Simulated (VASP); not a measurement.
# Ge8Mo3W (P4/mmm) in VASP: single point with PBE

Aim: the single point of Ge8Mo3W with PBE.

All numbers are computed with VASP 6.6.1; they aren't measurements. Logs are shortened: lines on timing, memory, paths and dates and some standing lists are left out, and cuts for length are marked.

## 1. The cell of the first run

The structure is tetragonal, space group P4/mmm (No. 123). The conventional cell has a = 4.721 Å, b = 4.721 Å, c = 8.287 Å, α = 90.00°, β = 90.00°, γ = 90.00°. Within 3.5 Å of Ge (site symmetry 2mm) lie 9 Ge at 2.69 to 3.34 Å and 3 Mo at 2.72 to 2.80 Å and 2 W at 2.72 Å. Ge (site symmetry 4mm) has 9 Ge at 2.67 to 3.34 Å and 4 Mo at 2.71 Å and 1 W at 2.81 Å within 3.5 Å. Within 3.5 Å of Ge (site symmetry 4mm) lie 9 Ge at 2.68 to 3.34 Å and 5 Mo at 2.71 to 2.80 Å. Mo (site symmetry mmm) has 10 Ge at 2.71 to 2.80 Å and 4 Mo at 3.34 Å within 3.6 Å. Within 3.6 Å of Mo (site symmetry 4/mmm) lie 10 Ge at 2.72 to 2.80 Å and 4 W at 3.34 Å. Within 3.6 Å of W (site symmetry 4/mmm) lie 10 Ge at 2.72 to 2.81 Å and 4 Mo at 3.34 Å.

## 2. Single point, PBE

Input file INCAR:

```
SYSTEM = Ge8Mo3W
PREC = Accurate ; ENCUT = 520
EDIFF = 1E-6 ; ISMEAR = 0
SIGMA = 0.1 ; LREAL = .False.
LASPH = .True. ; NELM = 80
ALGO = Fast ; ISIF = 2
LWAVE = .False. ; LCHARG = .True.
GGA = PE ; LELF = .True.
LVHAR = .True. ; NBANDS = 96
```

Input file KPOINTS:

```
regular mesh
0
Gamma
  8 8 6
  0 0 0
```

Input file POSCAR:

```
Ge8Mo3W
1.0
    4.7209572654      0.0000000000      0.0000000000
    0.0000000000      4.7209572654      0.0000000000
    0.0000000000      0.0000000000      8.2866457064
Ge Mo W
8 3 1
Direct
    0.0000000000      0.5000000000      0.6622352836
    0.0000000000      0.0000000000      0.1613532909
    0.5000000000      0.5000000000      0.1617895334
    0.5000000000      0.0000000000      0.6622352836
    0.0000000000      0.5000000000      0.3377647164
    0.0000000000      0.0000000000      0.8386467091
    0.5000000000      0.5000000000      0.8382104666
    0.5000000000      0.0000000000      0.3377647164
    0.0000000000      0.5000000000      0.0000000000
    0.5000000000      0.5000000000      0.5000000000
    0.5000000000      0.0000000000      0.0000000000
    0.0000000000      0.0000000000      0.5000000000
```

Potentials or basis: VASP PAW PBE potentials, release 64 (Ge_d, Mo_sv, W_sv).

Command:

```sh
$ cat potpaw_PBE.64/Ge_d/POTCAR potpaw_PBE.64/Mo_sv/POTCAR potpaw_PBE.64/W_sv/POTCAR > POTCAR
$ mpirun -np 1 vasp_std > vasp.out
```

OUTCAR:

```text
SYSTEM = Ge8Mo3W
   PREC = Accurate
   ENCUT = 520
   EDIFF = 1E-6
   ISMEAR = 0
   LREAL = .False.
   LASPH = .True.
   NELM = 80
   ISIF = 2
   GGA = PE

 ion  position               nearest neighbor table
   1  0.000  0.500  0.662-   5 2.69  10 2.72  12 2.72  12 2.72  10 2.72   7 2.77   7 2.77   6 2.78
                             6 2.78   9 2.80
   2  0.000  0.000  0.161-   6 2.67   9 2.71  11 2.71   9 2.71  11 2.71   5 2.78   5 2.78   8 2.78
                             8 2.78  12 2.81
   3  0.500  0.500  0.162-   7 2.68   9 2.71  11 2.71  11 2.71   9 2.71   8 2.77   5 2.77   5 2.77
                             8 2.77  10 2.80
   4  0.500  0.000  0.662-   8 2.69  10 2.72  12 2.72  10 2.72  12 2.72   7 2.77   7 2.77   6 2.78
                             6 2.78  11 2.80
   5  0.000  0.500  0.338-   1 2.69  10 2.72  12 2.72  12 2.72  10 2.72   3 2.77   3 2.77   2 2.78
                             2 2.78   9 2.80
   6  0.000  0.000  0.839-   2 2.67   9 2.71  11 2.71   9 2.71  11 2.71   1 2.78   1 2.78   4 2.78
                             4 2.78  12 2.81
   7  0.500  0.500  0.838-   3 2.68   9 2.71  11 2.71  11 2.71   9 2.71   4 2.77   1 2.77   1 2.77
                             4 2.77  10 2.80
   8  0.500  0.000  0.338-   4 2.69  10 2.72  12 2.72  10 2.72  12 2.72   3 2.77   3 2.77   2 2.78
                             2 2.78  11 2.80
   9  0.000  0.500  0.000-   2 2.71   6 2.71   2 2.71   6 2.71   3 2.71   7 2.71   3 2.71   7 2.71
                             1 2.80   5 2.80  11 3.34  11 3.34  11 3.34  11 3.34
  10  0.500  0.500  0.500-   1 2.72   4 2.72   5 2.72   8 2.72   4 2.72   8 2.72   1 2.72   5 2.72
                             7 2.80   3 2.80  12 3.34  12 3.34  12 3.34  12 3.34
  11  0.500  0.000  0.000-   2 2.71   6 2.71   2 2.71   6 2.71   3 2.71   7 2.71   3 2.71   7 2.71
                             4 2.80   8 2.80   9 3.34   9 3.34   9 3.34   9 3.34
  12  0.000  0.000  0.500-   1 2.72   4 2.72   5 2.72   8 2.72   1 2.72   5 2.72   4 2.72   8 2.72
                             6 2.81   2 2.81  10 3.34  10 3.34  10 3.34  10 3.34

  LATTYP: Found a simple tetragonal cell.
 ALAT       =     4.7209572654
 C/A-ratio  =     1.7552892857

  Lattice vectors:

 A1 = (   4.7209572654,   0.0000000000,   0.0000000000)
 A2 = (   0.0000000000,   4.7209572654,   0.0000000000)
 A3 = (   0.0000000000,   0.0000000000,   8.2866457064)

Analysis of symmetry for initial positions (statically):
=====================================================================
 Subroutine PRICEL returns:
 Original cell was already a primitive cell.

 Routine SETGRP: Setting up the symmetry group for a
 simple tetragonal supercell.

 Subroutine GETGRP returns: Found 16 space group operations
 (whereof 16 operations were pure point group operations)
 out of a pool of 16 trial point group operations.

The static configuration has the point symmetry D_4h.

Analysis of symmetry for dynamics (positions and initial velocities):
=====================================================================
 Subroutine PRICEL returns:
 Original cell was already a primitive cell.

 Routine SETGRP: Setting up the symmetry group for a
 simple tetragonal supercell.

 Subroutine GETGRP returns: Found 16 space group operations
 (whereof 16 operations were pure point group operations)
 out of a pool of 16 trial point group operations.

The dynamic configuration has the point symmetry D_4h.

 Subroutine INISYM returns: Found 16 space group operations
 (whereof 16 operations are pure point group operations),
 and found     1 'primitive' translations

----------------------------------------------------------------------------------------

                                     Primitive cell

  volume of cell :     184.6881

  direct lattice vectors                    reciprocal lattice vectors
     4.720957265  0.000000000  0.000000000     0.211821447  0.000000000  0.000000000
     0.000000000  4.720957265  0.000000000     0.000000000  0.211821447  0.000000000
     0.000000000  0.000000000  8.286645706     0.000000000  0.000000000  0.120676090

  length of vectors
     4.720957265  4.720957265  8.286645706     0.211821447  0.211821447  0.120676090

  position of ions in fractional coordinates (direct lattice)
     0.000000000  0.500000000  0.662235284
     0.000000000  0.000000000  0.161353291
     0.500000000  0.500000000  0.161789533
     0.500000000  0.000000000  0.662235284
[... 30 lines left out ...]
 generate k-points for:    8    8    6

 Generating k-lattice:

  Cartesian coordinates                     Fractional coordinates (reciprocal lattice)
     0.026477681  0.000000000  0.000000000     0.125000000  0.000000000  0.000000000
     0.000000000  0.026477681  0.000000000     0.000000000  0.125000000  0.000000000
     0.000000000  0.000000000  0.020112682     0.000000000  0.000000000  0.166666667

  Length of vectors
     0.026477681  0.026477681  0.020112682

  Shift w.r.t. Gamma in fractional coordinates (k-lattice)
     0.000000000  0.000000000  0.000000000

 Subroutine IBZKPT returns following result:
 ===========================================

 Found     60 irreducible k-points:

 Following reciprocal coordinates:
            Coordinates               Weight
  0.000000  0.000000  0.000000      1.000000
  0.125000  0.000000  0.000000      4.000000
  0.250000  0.000000  0.000000      4.000000
  0.375000  0.000000  0.000000      4.000000
  0.500000  0.000000  0.000000      2.000000
  0.125000  0.125000  0.000000      4.000000
[... 16 lines left out ...]
  0.375000  0.125000  0.166667     16.000000
  0.500000  0.125000  0.166667      8.000000
 [... further k-points ...]
   k-points           NKPTS =     60   k-points in BZ     NKDIM =     60   number of bands    NBANDS=     96
   number of dos      NEDOS =    301   number of ions     NIONS =     12
   total plane-waves  NPLWV =  82944
   dimension x,y,z NGX =    36 NGY =   36 NGZ =   64
   dimension x,y,z NGXF=    72 NGYF=   72 NGZF=  128
   ions per type =               8   3   1
   NGX,Y,Z   is equivalent  to a cutoff of  12.68, 12.68, 12.84 a.u.
   NGXF,Y,Z  is equivalent  to a cutoff of  25.35, 25.35, 25.68 a.u.
 SYSTEM =  Ge8Mo3W
   PREC   = accura    normal or accurate (medium, high low for compatibility)
   ISTART =      0    job   : 0-new  1-cont  2-samecut
   ICHARG =      2    charge: 1-file 2-atom 10-const
   ISPIN  =      1    spin polarized calculation?
   LNONCOLLINEAR =      F non collinear calculations
   LSORBIT =      F    spin-orbit coupling
   LASPH  =      T    aspherical Exc in radial PAW
   ENCUT  =  520.0 eV  38.22 Ry    6.18 a.u.   8.78  8.78 15.41*2*pi/ulx,y,z
   NELM   =     80;   NELMIN=  2; NELMDL= -5     # of ELM steps
   EDIFF  = 0.1E-05   stopping-criterion for ELM
   LREAL  =      F    real-space projection
   EDIFFG = 0.1E-04   stopping-criterion for IOM
   NSW    =      0    number of steps for IOM
   IBRION =     -1    ionic relax: 0-MD 1-quasi-New 2-CG
   NFREE  =      0    steps in history (QN), initial steepest desc. (CG)
   ISIF   =      2    stress and relaxation
   ISYM   =      2    0-nonsym 1-usesym 2-fastsym
   POTIM  = 0.5000    time-step for ionic-motion
   TEBEG  =    0.0;   TEEND  =   0.0 temperature during run
   PSTRESS=    0.0 pullay stress
   NELECT =     168.0000    total number of electrons
   NUPDOWN=      -1.0000    fix difference up-down
   EMIN   =  10.00;   EMAX   =-10.00  energy-range for DOS
   EFERMI =   0.00;   METHOD = LEGACY
   ISMEAR =     0;   SIGMA  =   0.10  broadening in eV -4-tet -1-fermi 0-gaus
   EFERMI_NEDOS =   21; number of points for ismear=-14 and -15
   IALGO  =     68    algorithm
   IMIX   =      4    mixing-type and parameters
     AMIX     =   0.40;   BMIX     =  1.00
     AMIX_MAG =   1.60;   BMIX_MAG =  1.00
  volume/ion in A,a.u.               =      15.39       103.86
  Fermi-wavevector in a.u.,A,eV,Ry     =   1.586226  2.997532 34.233777  2.516112
  Thomas-Fermi vector in A             =   2.685569
   LORBIT       =      0    0 simple, 1 ext, 2 COOP (PROOUT), +10 PAW based schemes
   GGA     = PE    functional components
   LHFCALC =     F    Hartree Fock is set to
   AEXX    =    0.0000 exact exchange contribution
   IVDW    =     0    specifies the selected vdW correction
   LEPSILON=     F    determine dielectric tensor
   LRPA    =     F    only Hartree local field effects (RPA)
 non-spin polarized calculation
 RMM-DIIS sequential band-by-band and
 Gauss-broadening in eV      SIGMA  =   0.10
  energy-cutoff  :      520.00
  volume of cell :      184.69
 maximum number of plane-waves:      5023
 NGX is ok and might be reduce to    36
   NGX = 17   NGY = 17   NGZ = 31

 number of electron     168.0000096 magnetization

 Free energy of the ion-electron system (eV)
  ---------------------------------------------------
  ext. energy  EPLUGINS =         0.00000000
  ---------------------------------------------------
  free energy    TOTEN  =       -82.90811704 eV

  energy without entropy =      -82.89271841  energy(sigma->0) =      -82.90041772

 E-fermi :  10.1223     XC(G=0): -12.7648

 val. band max:       10.1132398771   @ k =   0.3750   0.3750   0.0000
 cond. band min:      10.1242102848   @ k =   0.2500   0.2500   0.5000
 fundamental gap:      0.0109704077
 Fermi energy:        10.1223303604

 k-point     1 :       0.0000    0.0000    0.0000
  band No.  band energies     occupation
      1     -63.8848      2.00000
      2     -50.7588      2.00000
      3     -50.7397      2.00000
      4     -50.7199      2.00000
      5     -28.1445      2.00000
      6     -28.1445      2.00000
[... 2365 lines left out ...]
     95      13.7193      0.00000
     96      13.8602      0.00000

 [... further k-points ...]
[... 5 lines left out ...]
  --------------------------------------------------------------------------------------
  -------------------------------------------------------------------------------------
  Total        0.3666790      0.3666790      0.3692060      0.0000000     -0.0000000      0.0000000
  in kB        3.1809562      3.1809562      3.2028784      0.0000000     -0.0000000      0.0000000
  external PRESSURE =       3.1882636 kB  Pullay stress =       0.0000000 kB

 VOLUME and BASIS-vectors are now :
 -----------------------------------------------------------------------------
  energy-cutoff  :      520.00
  volume of cell :      184.69
      direct lattice vectors                 reciprocal lattice vectors
     4.720957265  0.000000000  0.000000000     0.211821447  0.000000000  0.000000000
     0.000000000  4.720957265  0.000000000     0.000000000  0.211821447  0.000000000
     0.000000000  0.000000000  8.286645706     0.000000000  0.000000000  0.120676090

 POSITION                                       TOTAL-FORCE (eV/Angst)
 -----------------------------------------------------------------------------------
      0.00000      2.36048      5.48771        -0.000000     -0.000000      0.008798
      0.00000      0.00000      1.33708         0.000000     -0.000000      0.008322
      2.36048      2.36048      1.34069         0.000000      0.000000      0.009148
      2.36048      0.00000      5.48771        -0.000000      0.000000      0.008798
      0.00000      2.36048      2.79894         0.000000     -0.000000     -0.008798
      0.00000      0.00000      6.94957        -0.000000     -0.000000     -0.008322
      2.36048      2.36048      6.94595        -0.000000      0.000000     -0.009148
      2.36048      0.00000      2.79894         0.000000     -0.000000     -0.008798
      0.00000      2.36048      0.00000         0.000000     -0.000000     -0.000000
      2.36048      2.36048      4.14332         0.000000     -0.000000     -0.000000
      2.36048      0.00000      0.00000         0.000000     -0.000000     -0.000000
      0.00000      0.00000      4.14332         0.000000     -0.000000     -0.000000
 -----------------------------------------------------------------------------------
    total drift:                                0.000000     -0.000000      0.000000

  FREE ENERGIE OF THE ION-ELECTRON SYSTEM (eV)
  ---------------------------------------------------
  free  energy   TOTEN  =       -82.9081170359 eV

  energy  without entropy=      -82.8927184060  energy(sigma->0) =      -82.90041772
```

Run time: 43 min. Hardware: 1 thread of Oxide Virtual Turin-like, shared host; peak memory 0.79 GiB.

What came out:

| Item | Value |
| --- | --- |
| Free energy | -82.9081 eV |
| Pressure | 0.3 GPa |
| Largest force | 0.009 eV/Å |
| Band gap on the k mesh | zero (bands 84 and 85 overlap by 0.42 eV) |

Forces on the atoms (eV/Å):
```
Ge   0.000  0.000  0.009
Ge   0.000  0.000  0.008
Ge   0.000  0.000  0.009
Ge   0.000  0.000  0.009
Ge   0.000  0.000 -0.009
Ge   0.000  0.000 -0.008
Ge   0.000  0.000 -0.009
Ge   0.000  0.000 -0.009
Mo   0.000  0.000  0.000
Mo   0.000  0.000  0.000
Mo   0.000  0.000  0.000
W    0.000  0.000  0.000
```

Caveat: spin-orbit coupling is left out, which moves the levels of the heavy elements.
